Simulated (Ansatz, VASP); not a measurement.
One calculation of Co, two programs

File INCAR:

```
ALGO = Normal
EDIFF = 1E-6
ENCUT = 600
GGA = LIBXC
GGA_COMPAT = False
ISIF = 2
ISMEAR = -1
ISPIN = 2
LASPH = True
LCHARG = False
LIBXC1 = GGA_X_B88
LIBXC2 = GGA_C_PBE
LMAXMIX = 4
LORBIT = 11
LREAL = False
LWAVE = False
MAGMOM = 2 2 2 2
NBANDS = 30
NELM = 200
PREC = Accurate
SIGMA = 0.05
```

File KPOINTS:

```
k-points
0
Gamma
  12 12 4
```

The input POSCAR:

```
Co
1.0
    2.4371717178      0.0000000000      0.0000000000
   -1.2185858589      2.1106526210      0.0000000000
    0.0000000000      0.0000000000      7.9789199430
Co
4
Direct
    0.6666666667      0.3333333333      0.7500000000
    0.0000000000      0.0000000000      0.5000000000
    0.3333333333      0.6666666667      0.2500000000
    0.0000000000      0.0000000000      0.0000000000
```

Contents of input.yaml:

```yaml
crystal:
  lattice:
    - [2.4371717178, 0.0, 0.0]
    - [-1.2185858589, 2.110652621, 0.0]
    - [0.0, 0.0, 7.978919943]
  atoms:
    - { symbol: Co, position: [0.6666666667, 0.3333333333, 0.75], spin: 2.0 }
    - { symbol: Co, position: [0.0, 0.0, 0.5], spin: 2.0 }
    - { symbol: Co, position: [0.3333333333, 0.6666666667, 0.25], spin: 2.0 }
    - { symbol: Co, position: [0.0, 0.0, 0.0], spin: 2.0 }
hamiltonian:
  xc: { exchange: b88, correlation: pbe }
  pseudopotentials: { kind: paw }
magnetization:
  spin_polarized: true
kpoints:
  mp_grid: { grid: [12, 12, 4] }
scf:
  occupations: { method: fermi_dirac, width: 0.05 }
output:
  forces: true
  stress: true
  eigenvalues: true
```

Alike in both runs: task single point; functional b88 exchange, pbe correlation; k mesh 12 × 12 × 4; occupations fermi-dirac, width 0.05 eV; collinear spin.

```csv
,VASP,Ansatz
version,VASP 6.6.1,Ansatz 0.2.0
potentials or method,"VASP PAW PBE potentials, release 64 (Co)",Ansatz PAW
plane-wave cutoff (eV),600,420
valence electrons in the cell,36,68
```

VASP gave:

| Property | Result |
| --- | --- |
| gap on the k mesh at the Fermi level (eV) | none |
| pressure (GPa) | 12.8 |
| traceless stress, the component that is largest in VASP (GPa) | -2.48 |
| net moment per atom (μB) | 1.58 |
| size of the moment on the site where the two differ most (μB) | 1.60 |

Task: What did Ansatz give for the same quantities?

Result: gap on the k mesh at the Fermi level (eV): none; pressure (GPa): 14.2; traceless stress, the component that is largest in VASP (GPa): -2.60; net moment per atom (μB): 1.59; size of the moment on the site where the two differ most (μB): 1.66.

VASP's potentials were made for PBE, not for b88 exchange, pbe correlation. Site moments also hang on the region over which each program counts them. A gap of «none» marks a metal or a gap that the smearing closes. The functional is the same, so the differences come from potentials, cutoffs and numerics. VASP's potentials hold 36 valence electrons a cell and Ansatz's 68, so a difference there can come from the potentials and not from the codes.
